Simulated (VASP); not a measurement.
# W (C2/m) in VASP: a series of runs, part 3 of 3

VASP 6.6.1. The steps go on from the part before.

### Step 5. Single point, LDA (atoms displaced along several vibrational modes)

INCAR reads:

```
SYSTEM = W
PREC = Accurate ; ENCUT = 520
EDIFF = 1E-6 ; ISMEAR = 0
SIGMA = 0.15 ; LREAL = .FALSE.
LASPH = .TRUE. ; NELM = 60
ALGO = Fast ; ISIF = 2
LWAVE = .FALSE. ; LCHARG = .FALSE.
GGA = CA ; NBANDS = 21
```

KPOINTS reads:

```
regular mesh
0
G
  16 16 12
  0 0 0
```

POSCAR reads:

```
W
1.0
    0.0000000000     -1.9862702900     -1.9862702900
    0.0000000000      1.9862702900     -1.9862702900
    3.9725405800      0.0000000000      0.0000000000
W
2
Direct
    0.5203396286      0.4796603714      0.4965764982
   -0.0203396286      0.0203396286      0.0034235018
```

Potentials or basis: VASP PAW LDA potentials, release 64 (W_sv).

Launch:

```sh
$ cat potpaw_LDA.64/W_sv/POTCAR > POTCAR
$ mpirun -np 1 vasp_std > vasp.out
```

OUTCAR:

```text
SYSTEM = W
   PREC = Accurate
   ENCUT = 520
   EDIFF = 1E-6
   ISMEAR = 0
   LREAL = .FALSE.
   LASPH = .TRUE.
   NELM = 60
   ISIF = 2
   GGA = CA

 ion  position               nearest neighbor table
   1  0.520  0.480  0.497-   2 2.68   2 2.72   2 2.79   2 2.79   2 2.83   2 2.83   2 2.91   2 2.94

   2  0.980  0.020  0.003-   1 2.68   1 2.72   1 2.79   1 2.79   1 2.83   1 2.83   1 2.91   1 2.94

  LATTYP: Found a simple tetragonal cell.
 ALAT       =     2.8090103827
 C/A-ratio  =     1.4142135624

  Lattice vectors:

 A1 = (   0.0000000000,  -1.9862702900,  -1.9862702900)
 A2 = (   0.0000000000,   1.9862702900,  -1.9862702900)
 A3 = (   3.9725405800,   0.0000000000,   0.0000000000)

Analysis of symmetry for initial positions (statically):
=====================================================================
 Subroutine PRICEL returns:
 Original cell was already a primitive cell.

 Routine SETGRP: Setting up the symmetry group for a
 simple tetragonal supercell.

 Subroutine GETGRP returns: Found  4 space group operations
 (whereof  2 operations were pure point group operations)
 out of a pool of 16 trial point group operations.

The static configuration has the point symmetry C_1h.
 The point group associated with its full space group is C_2h.

Analysis of symmetry for dynamics (positions and initial velocities):
=====================================================================
 Subroutine PRICEL returns:
 Original cell was already a primitive cell.

 Routine SETGRP: Setting up the symmetry group for a
 simple tetragonal supercell.

 Subroutine GETGRP returns: Found  4 space group operations
 (whereof  2 operations were pure point group operations)
 out of a pool of 16 trial point group operations.

[... 114 lines left out ...]
   EMIN   =  10.00;   EMAX   =-10.00  energy-range for DOS
   EFERMI =   0.00;   METHOD = LEGACY
   ISMEAR =     0;   SIGMA  =   0.15  broadening in eV -4-tet -1-fermi 0-gaus
   EFERMI_NEDOS =   21; number of points for ismear=-14 and -15
   IALGO  =     68    algorithm
   IMIX   =      4    mixing-type and parameters
     AMIX     =   0.40;   BMIX     =  1.00
     AMIX_MAG =   1.60;   BMIX_MAG =  1.00
  volume/ion in A,a.u.               =      15.67       105.76
  Fermi-wavevector in a.u.,A,eV,Ry     =   1.576652  2.979440 33.821789  2.485831
  Thomas-Fermi vector in A             =   2.677453
   LORBIT       =      0    0 simple, 1 ext, 2 COOP (PROOUT), +10 PAW based schemes
   GGA     = CA    functional components
   LHFCALC =     F    Hartree Fock is set to
   AEXX    =    0.0000 exact exchange contribution
   IVDW    =     0    specifies the selected vdW correction
   LEPSILON=     F    determine dielectric tensor
   LRPA    =     F    only Hartree local field effects (RPA)
 non-spin polarized calculation
 RMM-DIIS sequential band-by-band and
 Gauss-broadening in eV      SIGMA  =   0.15
  energy-cutoff  :      520.00
  volume of cell :       31.35
 maximum number of plane-waves:       888
 NGX is ok and might be reduce to    24
   NGX = 11   NGY = 11   NGZ = 15

 number of electron      28.0000003 magnetization

 Free energy of the ion-electron system (eV)
  ---------------------------------------------------
  ext. energy  EPLUGINS =         0.00000000
  ---------------------------------------------------
  free energy    TOTEN  =       -27.18015937 eV

  energy without entropy =      -27.15525092  energy(sigma->0) =      -27.16770514

 E-fermi :  11.0102     XC(G=0): -13.8738

 val. band max:       11.0086680464   @ k =   0.0000   0.2500   0.4167
 cond. band min:      11.0119619654   @ k =  -0.1250   0.3125   0.5000
 fundamental gap:      0.0032939190
 Fermi energy:        11.0102079749

 k-point     1 :       0.0000    0.0000    0.0000
  band No.  band energies     occupation
      1     -62.1226      2.00000
      2     -61.9331      2.00000
      3     -27.2322      2.00000
      4     -26.4341      2.00000
      5     -26.4216      2.00000
      6     -25.9528      2.00000
[... 565 lines left out ...]
     20      18.4914      0.00000
     21      23.5919      0.00000

 [... further k-points ...]

------------------------ aborting loop because EDIFF is reached ----------------------------------------

  FORCE on cell =-STRESS in cart. coord.  units (eV):
  Direction    XX          YY          ZZ          XY          YZ          ZX
  --------------------------------------------------------------------------------------
  -------------------------------------------------------------------------------------
  Total        0.9310853      0.2200296      0.9139438     -0.1820300      0.0000000      0.0000000
  in kB       47.5910207     11.2464820     46.7148602     -9.3041899      0.0000000      0.0000000
  external PRESSURE =      35.1841210 kB  Pullay stress =       0.0000000 kB

 VOLUME and BASIS-vectors are now :
 -----------------------------------------------------------------------------
  energy-cutoff  :      520.00
  volume of cell :       31.35
      direct lattice vectors                 reciprocal lattice vectors
     0.000000000 -1.986270290 -1.986270290     0.000000000 -0.251728077 -0.251728077
     0.000000000  1.986270290 -1.986270290     0.000000000  0.251728077 -0.251728077
     3.972540580  0.000000000  0.000000000     0.251728077  0.000000000  0.000000000

 POSITION                                       TOTAL-FORCE (eV/Angst)
 -----------------------------------------------------------------------------------
      1.97267     -0.08080     -1.98627         0.421833      0.604703      0.000000
      0.01360     -1.90547     -1.98627        -0.421833     -0.604703      0.000000
 -----------------------------------------------------------------------------------
    total drift:                               -0.000000      0.000000     -0.000000

  FREE ENERGIE OF THE ION-ELECTRON SYSTEM (eV)
  ---------------------------------------------------
  free  energy   TOTEN  =       -27.1801593710 eV

  energy  without entropy=      -27.1552509165  energy(sigma->0) =      -27.16770514
```

OSZICAR:

```text
N       E                     dE             d eps       ncg     rms          rms(c)
DAV:   1     0.268051069239E+03    0.26805E+03   -0.15767E+04 34769   0.155E+03
DAV:   2    -0.194432382435E+02   -0.28749E+03   -0.28012E+03 37381   0.459E+02
DAV:   3    -0.283318770881E+02   -0.88886E+01   -0.87000E+01 39503   0.792E+01
DAV:   4    -0.284177042359E+02   -0.85827E-01   -0.85690E-01 37782   0.820E+00
DAV:   5    -0.284185442551E+02   -0.84002E-03   -0.84000E-03 39788   0.846E-01    0.297E+01
RMM:   6    -0.274368682279E+02    0.98168E+00   -0.10646E+00 36046   0.779E+00    0.124E+01
RMM:   7    -0.271868856839E+02    0.24998E+00   -0.77616E-01 38347   0.631E+00    0.732E-01
RMM:   8    -0.271799501249E+02    0.69356E-02   -0.33242E-02 43555   0.148E+00    0.301E-01
RMM:   9    -0.271800913101E+02   -0.14119E-03   -0.62083E-03 42930   0.677E-01    0.748E-02
RMM:  10    -0.271801437394E+02   -0.52429E-04   -0.70379E-04 46421   0.261E-01    0.138E-02
RMM:  11    -0.271801571198E+02   -0.13380E-04   -0.16953E-04 45369   0.122E-01    0.124E-02
RMM:  12    -0.271801588563E+02   -0.17364E-05   -0.27550E-05 42028   0.489E-02    0.100E-02
RMM:  13    -0.271801593710E+02   -0.51470E-06   -0.84116E-06 36818   0.262E-02
   1 F= -.27180159E+02 E0= -.27167705E+02  d E =-.249085E-01
```

It took 4.2 min on 1 thread of AMD EPYC 7R13, shared host; peak memory 0.5 GiB.

Results:

```
Free energy            : -27.1802 eV
Pressure               : 3.5 GPa
Largest force          : 0.737 eV/Å
Band gap on the k mesh : zero (bands 14 and 15 overlap by 3.88 eV)
```

Forces on the atoms (eV/Å):
```
W    0.422  0.605  0.000
W   -0.422 -0.605  0.000
```

Levels at points of the mesh, in eV from the Fermi level:
| k point | band 11 | band 12 | band 13 | band 14 | band 15 | band 16 | band 17 | band 18 |
| --- | --- | --- | --- | --- | --- | --- | --- | --- |
| (0.00, 0.00, 0.00) | -4.78 | -0.76 | -0.67 | -0.56 | 2.51 | 2.75 | 3.52 | 5.18 |
| (0.50, 0.00, 0.00) | -2.56 | -2.34 | -1.89 | -1.60 | 0.79 | 1.05 | 1.84 | 3.00 |
| (0.50, 0.50, 0.00) | -4.82 | -4.75 | 3.10 | 3.46 | 5.24 | 5.77 | 5.82 | 6.08 |
| (0.00, 0.00, 0.50) | -3.33 | -3.12 | -0.44 | -0.10 | 1.66 | 1.72 | 1.80 | 1.87 |
| (0.50, 0.00, 0.50) | -1.01 | -1.01 | -0.83 | -0.81 | 0.96 | 0.96 | 5.13 | 5.15 |
| (0.50, 0.50, 0.50) | -2.16 | -2.11 | -2.01 | -1.96 | 1.42 | 1.43 | 6.14 | 6.15 |

Caveat: the cell differs from its parent crystal (atoms displaced along several vibrational modes); the cell stands under pressure; spin-orbit coupling is left out, which moves the levels of the heavy elements.

### Step 6. The runs side by side

```csv
cell,gap on the mesh (eV),pressure (GPa),largest force (eV/Å)
"as given, atomic positions A",none,12.1,1.82
"as given, atomic positions B",none,7.1,1.67
"as given, atomic positions C",none,5.8,1.17
"as given, atomic positions D",none,3.5,0.74
```

Alike in all rows: task single point; level LDA; potentials or basis VASP PAW LDA potentials, release 64 (W_sv); no spin polarisation; k mesh 16 × 16 × 12; cutoff (eV) 520; smearing gaussian 0.15 eV.

Caveats: spin-orbit coupling is left out, which moves the levels of the heavy elements; forces of over 1 eV/Å act on the atoms, so gaps and moduli don't describe the material at rest (at least some runs); the stress differs along the axes, from 4 to 19 GPa (at least some runs); the stress differs along the axes, from 5 to 11 GPa (at least some runs); the stress differs along the axes, from 2 to 8 GPa (at least some runs); the cell stands under pressure (at least some runs).

Total energies depend on the potentials used, so only differences within one code and one set of settings carry meaning.
